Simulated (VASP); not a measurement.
Crystal: Be4PPd.

```
Be P Pd
1.0
     0.00000    3.10668    3.10668
     3.10668    0.00000    3.10668
     3.10668    3.10668    0.00000
Be P Pd
4 1 1
Direct
  0.62495 0.12516 0.62495
  0.62495 0.62495 0.62495
  0.12516 0.62495 0.62495
  0.62495 0.62495 0.12516
  0.25000 0.25000 0.25000
  0.00000 0.00000 0.00000
```

- Program: VASP 6.6.1
- Task: relaxation of cell and atoms
- Functional: PBE
- Potentials or basis: VASP PAW PBE potentials, release 64 (Be, P, Pd)
- Cutoff: 600 eV
- k mesh: 10 × 10 × 10
- Occupations: gaussian, width 0.1 eV
- Spin: no spin polarisation

At the start: pressure 2.9 GPa; volume 9.99 Å³/atom.

Task: How do energy, volume and symmetry change on relaxing?

Result: Over 5 steps the energy falls by 2.0 meV/atom and the volume is 10.22 Å³/atom (+2.2 %); space group F-43m (No. 216, to 0.05 Å).

Step by step:
```
step  energy change (eV)  largest force (eV/Å)  pressure (GPa)  volume (Å³)
   1              0.0000                0.0705            2.85        59.97
   2             -0.0116                0.0218           -0.49        61.52
   3             -0.0120                0.0285           -0.02        61.30
   4             -0.0119                0.0277           -0.05        61.32
   5             -0.0120                0.0033           -0.04        61.31
```

Final structure:
```
Be P Pd
1.0
     0.00000    3.12968    3.12968
     3.12968    0.00000    3.12968
     3.12968    3.12968    0.00000
Be P Pd
4 1 1
Cartesian
  2.3451 3.9143 2.3451
  3.9143 3.9143 3.9143
  3.9143 2.3451 2.3451
  2.3451 2.3451 3.9143
  1.5648 1.5648 1.5648
  0.0000 0.0000 0.0000
```
